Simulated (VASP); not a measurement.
Wanted: the native input for a VASP 6.6.1 run.

```yaml
Task: single point
Functional: LDA
Potentials_or_basis: VASP PAW LDA potentials, release 64 (Sr_sv, Cl)
Cutoff: 520 eV
k_mesh: 6 × 6 × 6
Occupations: fermi-dirac, width 0.05 eV
Spin: no spin polarisation
Dipole_correction: no
Further_INCAR_settings: ALGO = Normal; EDIFF = 1e-06; NBANDS = 19
```

The structure of SrCl2 lies in POSCAR:

```
SrCl2
1.0
    0.0000000000      3.4171392023      3.4171392023
    3.4171392023      0.0000000000      3.4171392023
    3.4171392023      3.4171392023      0.0000000000
Sr Cl
1 2
Direct
    0.0000000000      0.0000000000      0.0000000000
    0.7500000000      0.7500000000      0.7500000000
    0.2500000000      0.2500000000      0.2500000000
```

One way to write it, as run:

INCAR

```
  PREC = Accurate
  ENCUT = 520
  EDIFF = 1E-6
  ISMEAR = -1
  SIGMA = 0.05
  LREAL = False
  LASPH = True
  NELM = 80
  ALGO = Normal
  ISIF = 2
  LWAVE = False
  LCHARG = False
  GGA = CA
  NBANDS = 19
```

KPOINTS

```
Automatic mesh
0
Gamma
  6 6 6
```

Potentials or basis: VASP PAW LDA potentials, release 64 (Sr_sv, Cl).

The run is started by

```sh
$ cat potpaw_LDA.64/Sr_sv/POTCAR potpaw_LDA.64/Cl/POTCAR > POTCAR
$ mpirun -np 1 vasp_std > vasp.out
```

Results of the run:

```yaml
Pressure: -0.5 GPa
Band_gap_on_the_k_mesh: 5.11 eV, direct
```

It took 22 s on 1 thread of Intel Xeon 6975P-C (shared host), peak memory 0.18 GiB.
